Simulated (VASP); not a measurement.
# KBr (I4/mmm) in VASP: a series of runs

The runs below take KBr through single point, with PBE.

Program: VASP 6.6.1. These are calculated values, not measurements. Logs are shortened: lines on timing, memory, paths and dates and some standing lists are left out, and cuts for length are marked.

### Step 1. The cell of the first run

It takes space group I4/mmm (No. 139, tetragonal). The conventional cell has a = 4.284 Å, b = 4.284 Å, c = 6.322 Å, α = 90.00°, β = 90.00°, γ = 90.00°. K (site symmetry 4/mmm) has 6 Br at 3.03 to 3.16 Å within 4.0 Å. Br (site symmetry 4/mmm) has 6 K at 3.03 to 3.16 Å within 4.0 Å.

### Step 2. Single point, PBE (strain -0.080 along x and y, -0.040 along z)

INCAR

```
ALGO     = Normal         # electronic algorithm
EDIFF    = 1E-6           # SCF threshold, eV
ENCUT    = 520            # plane-wave cutoff, eV
GGA      = PE             # functional
ISIF     = 2              # what is computed and relaxed
ISMEAR   = 0              # smearing method
LASPH    = True           # aspherical terms in the spheres
LCHARG   = True           # write CHGCAR
LELF     = True           # ELF
LREAL    = False          # projectors in reciprocal space
LVHAR    = True         
LWAVE    = False          # write WAVECAR
NBANDS   = 15             # bands
NELM     = 60             # most SCF steps
PREC     = Accurate       # precision mode
SIGMA    = 0.05           # smearing width, eV
```

KPOINTS

```
k-points
0
Gamma
  6 6 6
```

POSCAR

```
KBr
1.0
    0.0000000000      3.0291000000      3.1608000000
    3.0291000000      0.0000000000      3.1608000000
    3.0291000000      3.0291000000      0.0000000000
K Br
1 1
Direct
    0.0000000000      0.0000000000      0.0000000000
    0.5000000000      0.5000000000      0.5000000000
```

Potentials or basis: VASP PAW PBE potentials, release 64 (K_sv, Br).

Launch:

```
$ cat potpaw_PBE.64/K_sv/POTCAR potpaw_PBE.64/Br/POTCAR > POTCAR
$ mpirun -np 1 vasp_std > vasp.out
```

OUTCAR:

```text
EDIFF = 1E-6
   ENCUT = 520
   GGA = PE
   ISIF = 2
   ISMEAR = 0
   LASPH = True
   LREAL = False
   NELM = 60
   PREC = Accurate

 ion  position               nearest neighbor table
   1  0.000  0.000  0.000-   2 3.03   2 3.03   2 3.03   2 3.03   2 3.16   2 3.16
   2  0.500  0.500  0.500-   1 3.03   1 3.03   1 3.03   1 3.03   1 3.16   1 3.16

  LATTYP: Found a body centered tetragonal cell.
 ALAT       =     4.2837943018
 C/A-ratio  =     1.4757011086

  Lattice vectors:

 A1 = (  -3.0291000000,   0.0000000000,   3.1608000000)
 A2 = (   3.0291000000,   0.0000000000,   3.1608000000)
 A3 = (   0.0000000000,   3.0291000000,  -3.1608000000)

Analysis of symmetry for initial positions (statically):
=====================================================================
 Subroutine PRICEL returns:
 Original cell was already a primitive cell.

 Routine SETGRP: Setting up the symmetry group for a
 body centered tetragonal supercell.

 Subroutine GETGRP returns: Found 16 space group operations
 (whereof 16 operations were pure point group operations)
 out of a pool of 16 trial point group operations.

The static configuration has the point symmetry D_4h.

Analysis of symmetry for dynamics (positions and initial velocities):
=====================================================================
 Subroutine PRICEL returns:
 Original cell was already a primitive cell.

 Routine SETGRP: Setting up the symmetry group for a
 body centered tetragonal supercell.

 Subroutine GETGRP returns: Found 16 space group operations
 (whereof 16 operations were pure point group operations)
 out of a pool of 16 trial point group operations.

The dynamic configuration has the point symmetry D_4h.

 Subroutine INISYM returns: Found 16 space group operations
 (whereof 16 operations are pure point group operations),
 and found     1 'primitive' translations

----------------------------------------------------------------------------------------

                                     Primitive cell

  volume of cell :      58.0035

  direct lattice vectors                    reciprocal lattice vectors
     0.000000000  3.029100000  3.160800000    -0.165065531  0.165065531  0.158187801
     3.029100000  0.000000000  3.160800000     0.165065531 -0.165065531  0.158187801
     3.029100000  3.029100000  0.000000000     0.165065531  0.165065531 -0.158187801

  length of vectors
     4.377910855  4.377910855  4.283794302     0.281986949  0.281986949  0.281986949

  position of ions in fractional coordinates (direct lattice)
     0.000000000  0.000000000  0.000000000
     0.500000000  0.500000000  0.500000000

  ion indices of the primitive-cell ions
   primitive index   ion index
                 1           1
                 2           2

----------------------------------------------------------------------------------------

 KPOINTS: k-points

Automatic generation of k-mesh.
 Grid dimensions read from file:
 generate k-points for:    6    6    6

 Generating k-lattice:

  Cartesian coordinates                     Fractional coordinates (reciprocal lattice)
    -0.027510922  0.027510922  0.026364633     0.166666667  0.000000000  0.000000000
     0.027510922 -0.027510922  0.026364633     0.000000000  0.166666667  0.000000000
     0.027510922  0.027510922 -0.026364633     0.000000000  0.000000000  0.166666667

  Length of vectors
     0.046997825  0.046997825  0.046997825

  Shift w.r.t. Gamma in fractional coordinates (k-lattice)
     0.000000000  0.000000000  0.000000000

 Subroutine IBZKPT returns following result:
 ===========================================

 Found     30 irreducible k-points:

 Following reciprocal coordinates:
            Coordinates               Weight
  0.000000  0.000000  0.000000      1.000000
  0.166667  0.000000  0.000000      8.000000
  0.333333  0.000000  0.000000      8.000000
  0.500000  0.000000  0.000000      4.000000
  0.166667  0.166667  0.000000      2.000000
  0.333333  0.166667  0.000000      8.000000
[... 16 lines left out ...]
  0.333333  0.000000  0.333333      4.000000
  0.500000  0.000000  0.333333     16.000000
 [... further k-points ...]
   k-points           NKPTS =     30   k-points in BZ     NKDIM =     30   number of bands    NBANDS=     15
   number of dos      NEDOS =    301   number of ions     NIONS =      2
   total plane-waves  NPLWV =  41472
   dimension x,y,z NGX =    36 NGY =   36 NGZ =   32
   dimension x,y,z NGXF=    72 NGYF=   72 NGZF=   64
   ions per type =               1   1
   NGX,Y,Z   is equivalent  to a cutoff of  13.67, 13.67, 12.42 a.u.
   NGXF,Y,Z  is equivalent  to a cutoff of  27.34, 27.34, 24.84 a.u.
 SYSTEM =  unknown system
   PREC   = accura    normal or accurate (medium, high low for compatibility)
   ISTART =      0    job   : 0-new  1-cont  2-samecut
   ICHARG =      2    charge: 1-file 2-atom 10-const
   ISPIN  =      1    spin polarized calculation?
   LNONCOLLINEAR =      F non collinear calculations
   LSORBIT =      F    spin-orbit coupling
   LASPH  =      T    aspherical Exc in radial PAW
   ENCUT  =  520.0 eV  38.22 Ry    6.18 a.u.   8.14  8.14  7.97*2*pi/ulx,y,z
   NELM   =     60;   NELMIN=  2; NELMDL= -5     # of ELM steps
   EDIFF  = 0.1E-05   stopping-criterion for ELM
   LREAL  =      F    real-space projection
   EDIFFG = 0.1E-04   stopping-criterion for IOM
   NSW    =      0    number of steps for IOM
   IBRION =     -1    ionic relax: 0-MD 1-quasi-New 2-CG
   NFREE  =      0    steps in history (QN), initial steepest desc. (CG)
   ISIF   =      2    stress and relaxation
   ISYM   =      2    0-nonsym 1-usesym 2-fastsym
   POTIM  = 0.5000    time-step for ionic-motion
   TEBEG  =    0.0;   TEEND  =   0.0 temperature during run
   PSTRESS=    0.0 pullay stress
   NELECT =      16.0000    total number of electrons
   NUPDOWN=      -1.0000    fix difference up-down
   EMIN   =  10.00;   EMAX   =-10.00  energy-range for DOS
   EFERMI =   0.00;   METHOD = LEGACY
   ISMEAR =     0;   SIGMA  =   0.05  broadening in eV -4-tet -1-fermi 0-gaus
   EFERMI_NEDOS =   21; number of points for ismear=-14 and -15
   IALGO  =     38    algorithm
   IMIX   =      4    mixing-type and parameters
     AMIX     =   0.40;   BMIX     =  1.00
     AMIX_MAG =   1.60;   BMIX_MAG =  1.00
  volume/ion in A,a.u.               =      29.00       195.71
  Fermi-wavevector in a.u.,A,eV,Ry     =   1.065688  2.013858 15.452013  1.135691
  Thomas-Fermi vector in A             =   2.201248
   LORBIT       =      0    0 simple, 1 ext, 2 COOP (PROOUT), +10 PAW based schemes
   GGA     = PE    functional components
   LHFCALC =     F    Hartree Fock is set to
   AEXX    =    0.0000 exact exchange contribution
   IVDW    =     0    specifies the selected vdW correction
   LEPSILON=     F    determine dielectric tensor
   LRPA    =     F    only Hartree local field effects (RPA)
 non-spin polarized calculation
 Gauss-broadening in eV      SIGMA  =   0.05
  energy-cutoff  :      520.00
  volume of cell :       58.00
 maximum number of plane-waves:      1581
 NGX is ok and might be reduce to    36
   NGX = 17   NGY = 17   NGZ = 15

 number of electron      16.0000000 magnetization

 Free energy of the ion-electron system (eV)
  ---------------------------------------------------
  ext. energy  EPLUGINS =         0.00000000
  ---------------------------------------------------
  free energy    TOTEN  =        -5.91718431 eV

  energy without entropy =       -5.91718431  energy(sigma->0) =       -5.91718431

 E-fermi :  -0.4065     XC(G=0):  -8.2659

 val. band max:       -0.7042554015   @ k =   0.0000   0.0000   0.0000
 cond. band min:       4.3456887666   @ k =   0.0000   0.0000   0.0000
 fundamental gap:      5.0499441681
 Fermi energy:        -0.4065271807

 k-point     1 :       0.0000    0.0000    0.0000
  band No.  band energies     occupation
      1     -28.1308      2.00000
      2     -13.3526      2.00000
      3     -11.6345      2.00000
      4     -11.6345      2.00000
      5     -11.6146      2.00000
      6      -0.7795      2.00000
      7      -0.7043      2.00000
      8      -0.7043      2.00000
      9       4.3457      0.00000
     10       6.6124      0.00000
     11       6.9272      0.00000
     12       6.9272      0.00000
     13       7.7071      0.00000
     14       7.8990      0.00000
     15      11.3687      0.00000

 k-point     2 :       0.1667    0.0000    0.0000
  band No.  band energies     occupation
      1     -28.1263      2.00000
      2     -13.4366      2.00000
      3     -11.6338      2.00000
      4     -11.6242      2.00000
      5     -11.5110      2.00000
      6      -1.2566      2.00000
      7      -0.9056      2.00000
      8      -0.8634      2.00000
      9       5.1258      0.00000
     10       6.7320      0.00000
     11       7.1506      0.00000
     12       7.3150      0.00000
     13       8.2134      0.00000
     14       8.4273      0.00000
     15      12.4853      0.00000

 k-point     3 :       0.3333    0.0000    0.0000
  band No.  band energies     occupation
      1     -28.1172      2.00000
      2     -13.5808      2.00000
      3     -11.6340      2.00000
      4     -11.6323      2.00000
      5     -11.2936      2.00000
      6      -2.0684      2.00000
      7      -1.1805      2.00000
      8      -1.1528      2.00000
      9       6.0216      0.00000
     10       7.5624      0.00000
     11       8.2317      0.00000
     12       8.3695      0.00000
     13       9.4677      0.00000
     14       9.7348      0.00000
     15      11.8798      0.00000

 k-point     4 :       0.5000    0.0000    0.0000
  band No.  band energies     occupation
      1     -28.1127      2.00000
      2     -13.6443      2.00000
      3     -11.6390      2.00000
      4     -11.6315      2.00000
      5     -11.1913      2.00000
      6      -2.4087      2.00000
      7      -1.3058      2.00000
      8      -1.2858      2.00000
      9       6.2874      0.00000
     10       8.2239      0.00000
     11       9.5510      0.00000
     12       9.5757      0.00000
     13       9.8330      0.00000
     14      10.2197      0.00000
     15      11.1480      0.00000
[... 307 lines left out ...]
 k-point    22 :      -0.3333    0.5000    0.1667
  band No.  band energies     occupation
      1     -28.1091      2.00000
      2     -13.3345      2.00000
      3     -11.7913      2.00000
      4     -11.7450      2.00000
      5     -11.4899      2.00000
      6      -1.7215      2.00000
      7      -1.4324      2.00000
      8      -1.2642      2.00000
      9       5.8287      0.00000
     10       8.0759      0.00000
     11       8.1093      0.00000
     12       9.2602      0.00000
     13       9.9271      0.00000
     14      10.7061      0.00000
     15      11.5296      0.00000

 k-point    23 :       0.3333    0.0000    0.3333
  band No.  band energies     occupation
      1     -28.1123      2.00000
      2     -13.3781      2.00000
      3     -11.7123      2.00000
      4     -11.6719      2.00000
      5     -11.5621      2.00000
      6      -1.8652      2.00000
      7      -1.0731      2.00000
      8      -1.0353      2.00000
      9       5.1328      0.00000
     10       6.6072      0.00000
     11       8.6237      0.00000
     12       9.7669      0.00000
     13       9.9081      0.00000
     14      10.0440      0.00000
     15      11.4193      0.00000

 k-point    24 :       0.5000    0.0000    0.3333
  band No.  band energies     occupation
      1     -28.1080      2.00000
      2     -13.3251      2.00000
      3     -11.7742      2.00000
      4     -11.6921      2.00000
      5     -11.5876      2.00000
      6      -1.7754      2.00000
      7      -1.3269      2.00000
      8      -1.1634      2.00000
      9       5.3236      0.00000
     10       7.6068      0.00000
     11       8.9969      0.00000
     12       9.2580      0.00000
     13       9.9347      0.00000
     14      10.3407      0.00000
     15      11.2602      0.00000

 [... further k-points ...]
[... 5 lines left out ...]
  --------------------------------------------------------------------------------------
  -------------------------------------------------------------------------------------
  Total        2.9395202      2.9395202      1.6427808      0.0000000     -0.0000000     -0.0000000
  in kB       81.1956559     81.1956559     45.3770183      0.0000000     -0.0000000     -0.0000000
  external PRESSURE =      69.2561100 kB  Pullay stress =       0.0000000 kB

 VOLUME and BASIS-vectors are now :
 -----------------------------------------------------------------------------
  energy-cutoff  :      520.00
  volume of cell :       58.00
      direct lattice vectors                 reciprocal lattice vectors
     0.000000000  3.029100000  3.160800000    -0.165065531  0.165065531  0.158187801
     3.029100000  0.000000000  3.160800000     0.165065531 -0.165065531  0.158187801
     3.029100000  3.029100000  0.000000000     0.165065531  0.165065531 -0.158187801

 POSITION                                       TOTAL-FORCE (eV/Angst)
 -----------------------------------------------------------------------------------
      0.00000      0.00000      0.00000         0.000000     -0.000000      0.000000
      3.02910      3.02910      3.16080        -0.000000      0.000000     -0.000000
 -----------------------------------------------------------------------------------
    total drift:                                0.000000      0.000000      0.000000

  FREE ENERGIE OF THE ION-ELECTRON SYSTEM (eV)
  ---------------------------------------------------
  free  energy   TOTEN  =        -5.9171843105 eV

  energy  without entropy=       -5.9171843105  energy(sigma->0) =       -5.91718431
```

Wall time 53 s (1 thread of AMD EPYC 7R13, shared host); peak memory 0.17 GiB.

What came out:

| Item | Value |
| --- | --- |
| Free energy | -5.9172 eV |
| Pressure | 6.9 GPa |
| Band gap on the k mesh | 5.05 eV, direct |

Stress tensor (GPa, compression positive):
```
8.12 0.00 0.00
0.00 8.12 0.00
0.00 0.00 4.54
```

Levels at points of the mesh, in eV from the valence-band top:
| k point | band 6 | band 7 | band 8 | band 9 | band 10 | band 11 |
| --- | --- | --- | --- | --- | --- | --- |
| (0.00, 0.00, 0.00) | -0.08 | 0.00 | 0.00 | 5.05 | 7.32 | 7.63 |
| (0.50, 0.00, 0.00) | -1.70 | -0.60 | -0.58 | 6.99 | 8.93 | 10.26 |
| (0.50, 0.50, 0.00) | -1.14 | -0.32 | -0.32 | 5.51 | 8.02 | 9.56 |
| (0.50, 0.00, 0.50) | -1.01 | -0.43 | -0.40 | 5.46 | 8.00 | 9.69 |

Caveat: the cell differs from its parent crystal (strain -0.080 along x and y, -0.040 along z). A k mesh can miss the band edges.

### Step 3. Single point, PBE (strain -0.040 along x and y, +0.000 along z)

Edit INCAR of step 2 so:

```diff
@@ -7,6 +7,4 @@
 LASPH    = True           # aspherical terms in the spheres
-LCHARG   = True           # write CHGCAR
-LELF     = True           # ELF
+LCHARG   = False          # write CHGCAR
 LREAL    = False          # projectors in reciprocal space
-LVHAR    = True         
 LWAVE    = False          # write WAVECAR
```

KPOINTS is that of step 2.

POSCAR

```
KBr
1.0
    0.0000000000      3.1608000000      3.2925000000
    3.1608000000      0.0000000000      3.2925000000
    3.1608000000      3.1608000000      0.0000000000
K Br
1 1
Direct
    0.0000000000      0.0000000000      0.0000000000
    0.5000000000      0.5000000000      0.5000000000
```

Potentials or basis: VASP PAW PBE potentials, release 64 (K_sv, Br).

Launch:

```
$ cat potpaw_PBE.64/K_sv/POTCAR potpaw_PBE.64/Br/POTCAR > POTCAR
$ mpirun -np 1 vasp_std > vasp.out
```

Run time: 58 s. Hardware: 1 thread of AMD EPYC 7R13, shared host; peak memory 0.18 GiB.

The run converged. Its results:

- Free energy: -6.1423 eV
- Pressure: 2.7 GPa
- Band gap on the k mesh: 4.66 eV, direct

Stress tensor (GPa, compression positive):
```
3.36 0.00 0.00
0.00 3.36 0.00
0.00 0.00 1.39
```

Levels at points of the mesh, in eV from the valence-band top:
| k point | band 6 | band 7 | band 8 | band 9 | band 10 | band 11 |
| --- | --- | --- | --- | --- | --- | --- |
| (0.00, 0.00, 0.00) | -0.04 | 0.00 | 0.00 | 4.66 | 7.42 | 7.69 |
| (0.50, 0.00, 0.00) | -1.38 | -0.43 | -0.42 | 6.76 | 8.53 | 9.99 |
| (0.50, 0.50, 0.00) | -0.97 | -0.28 | -0.28 | 5.77 | 7.51 | 9.43 |
| (0.50, 0.00, 0.50) | -0.89 | -0.35 | -0.35 | 5.72 | 7.53 | 9.53 |

Caveat: the cell differs from its parent crystal (strain -0.040 along x and y, +0.000 along z).
